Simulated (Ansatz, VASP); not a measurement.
## Mo: VASP beside Ansatz

```xyz
5
Lattice="4.4007 0.0000 0.0000 -2.2003 3.8111 0.0000 0.0000 0.0000 19.5931" Properties=species:S:1:pos:R:3 pbc="T T T"
Mo    3.3005    0.6352    8.2582
Mo   -1.1002    3.1759    8.9612
Mo    1.1002    1.9055    9.7965
Mo    3.3005    0.6352   10.6319
Mo   -1.1002    3.1759   11.3349
```

Alike in both runs: functional LDA; k mesh 9 × 9 × 1; occupations fermi-dirac, width 0.1 eV; no spin polarisation.

Ansatz relaxed the structure, and its values are those at the end. VASP's run is a single point on that final structure, the one shown.

|  | VASP | Ansatz |
| --- | --- | --- |
| version | VASP 6.6.1 | Ansatz 0.2.0 |
| potentials or method | VASP PAW LDA potentials, release 64 (Mo_sv) | PAW with Ansatz's default frozen-core files, scalar-relativistic |
| plane-wave cutoff (eV) | 520 | 420 |
| valence electrons in the cell | 70 | 70 |

```tsv
	VASP	Ansatz	Ansatz less VASP
rms of the force components (eV/Å)	0.074	0.000	-0.0731
```

LDA's correlation is that of Perdew and Zunger in VASP and of Perdew and Wang (1992) in Ansatz. Ansatz's warnings: stress scf threshold loose, xc potential rough in thin density.
